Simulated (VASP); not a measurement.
A run of VASP 6.6.1:

File INCAR:

```
  PREC = Accurate
  ENCUT = 520
  EDIFF = 1E-7
  ISMEAR = 0
  SIGMA = 0.01
  LREAL = F
  LASPH = T
  NELM = 150
  ALGO = Fast
  ISIF = 2
  LWAVE = F
  LCHARG = F
  LNONCOLLINEAR = T
  MAGMOM = 0 0 0
  LORBIT = 11
  LSORBIT = T
  GGA_COMPAT = F
  LORBMOM = T
  GGA = PS
  IVDW = 12
  NBANDS = 21
```

The input KPOINTS:

```
regular mesh
0
Gamma
  7 7 7
```

Contents of POSCAR:

```
Ba
1.0
    3.6609728428      0.0000000000      0.0000000000
    0.0000000000      3.6609728428      0.0000000000
    0.0000000000      0.0000000000      3.6609728428
Ba
1
Direct
    0.0000000000      0.0000000000      0.0000000000
```

Potentials or basis: VASP PAW PBE potentials, release 64 (Ba_sv).

Launch:

```console
$ cat potpaw_PBE.64/Ba_sv/POTCAR > POTCAR
$ mpirun -np 1 vasp_ncl > vasp.out
```

Hardware: 1 thread of Intel(R) Xeon(R) Platinum 8488C (Sapphire Rapids), with other jobs on the host.

**Question.** How long does it take, and how much memory?

**Answer.** It took 35 s on 1 thread of Intel(R) Xeon(R) Platinum 8488C (Sapphire Rapids), with other jobs on the host, peak memory 0.25 GiB. Counts: scf iterations 15, k points 20.
